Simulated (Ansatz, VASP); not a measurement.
# Two plane-wave programs on NiGe3

```
CELL_PARAMETERS angstrom
4.02469 0.00000 0.00000
0.00000 4.02469 0.00000
0.00000 0.00000 4.02469
ATOMIC_POSITIONS crystal
Ni 0.50000 0.50000 0.50000
Ge 0.50000 0.00000 0.00000
Ge 0.00000 0.50000 0.00000
Ge 0.00000 0.00000 0.50000
```

Alike in both runs: functional PBE; k mesh 4 × 4 × 4; occupations gaussian, width 0.1 eV; collinear spin.

Ansatz relaxed the structure, and its values are those at the end. VASP's run is a single point on that final structure, the one shown.

```csv
,VASP,Ansatz
version,VASP 6.6.1,Ansatz 0.2.0
potentials or method,"VASP PAW PBE potentials, release 64 (Ni, Ge_d), cutoff 520 eV","scalar-relativistic, plane waves, PAW"
valence electrons in the cell,52,60
```

|  | VASP | Ansatz | Ansatz less VASP |
| --- | --- | --- | --- |
| gap on the k mesh at the Fermi level (eV) | none | none | - |
| pressure (GPa) | 0.1 | 0.0 | -0.06 |
| net moment per atom (μB) | 0.07 | 0.08 | +0.006 |
| size of the moment on the site where the two differ most (μB) | 0.16 | 0.18 | +0.017 |

Site moments also hang on the region over which each program counts them. A gap of «none» marks a metal or a gap that the smearing closes. VASP's potentials hold 52 valence electrons a cell and Ansatz's 60, so a difference there can come from the potentials and not from the codes.

The k mesh is coarse, so the values compare programs but aren't converged.
